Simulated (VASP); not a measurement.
Set up this calculation in VASP 6.6.1, as the native input.

* Task: single point
* Functional: PBEsol
* Potentials or basis: VASP PAW PBE potentials, release 64 (Pb_d)
* Cutoff: 500 eV
* k mesh: 16 × 16 × 16
* Occupations: gaussian, width 0.1 eV
* Spin: no spin polarisation
* Dipole correction: no
* Further INCAR settings: ALGO = Normal; EDIFF = 1e-06; NBANDS = 13

The structure of Pb lies in POSCAR:

```
Pb
1.0
    0.0000000000      2.4654364321      2.4654364321
    2.4654364321      0.0000000000      2.4654364321
    2.4654364321      2.4654364321      0.0000000000
Pb
1
Direct
    0.0000000000      0.0000000000      0.0000000000
```

These files were run (other wordings do the same):

INCAR

```
SYSTEM = Pb
PREC     = Accurate       ! precision mode
ENCUT    = 500            ! plane-wave cutoff, eV
EDIFF    = 1E-6           ! SCF threshold, eV
ISMEAR   = 0              ! smearing method
SIGMA    = 0.1            ! smearing width, eV
LREAL    = .FALSE.        ! projectors in reciprocal space
LASPH    = .TRUE.         ! aspherical terms in the spheres
NELM     = 120            ! most SCF steps
ALGO     = Normal         ! electronic algorithm
ISIF     = 2              ! what is computed and relaxed
LWAVE    = .FALSE.        ! write WAVECAR
LCHARG   = .FALSE.        ! write CHGCAR
GGA      = PS             ! functional
NBANDS   = 13             ! bands
GGA_COMPAT= .FALSE.
```

KPOINTS

```
regular mesh
0
G
  16 16 16
  0 0 0
```

Potentials or basis: VASP PAW PBE potentials, release 64 (Pb_d).

Command:

```console
$ cat potpaw_PBE.64/Pb_d/POTCAR > POTCAR
$ mpirun -np 1 vasp_std > vasp.out
```

It gave:

```json
{"Pressure": "-0.1 GPa", "Band gap on the k mesh": "zero (band 7 reaches 14.73 eV, above the bottom of band 8 at 5.50 eV)"}
```

Caveat: the PAW data sets were made with another functional, which shifts forces and pressure a little; spin-orbit coupling is left out, which moves the levels of the heavy elements.

It took 29 s on 1 thread of Intel(R) Xeon(R) Platinum 8488C (Sapphire Rapids), on a shared host, peak memory 0.19 GiB.
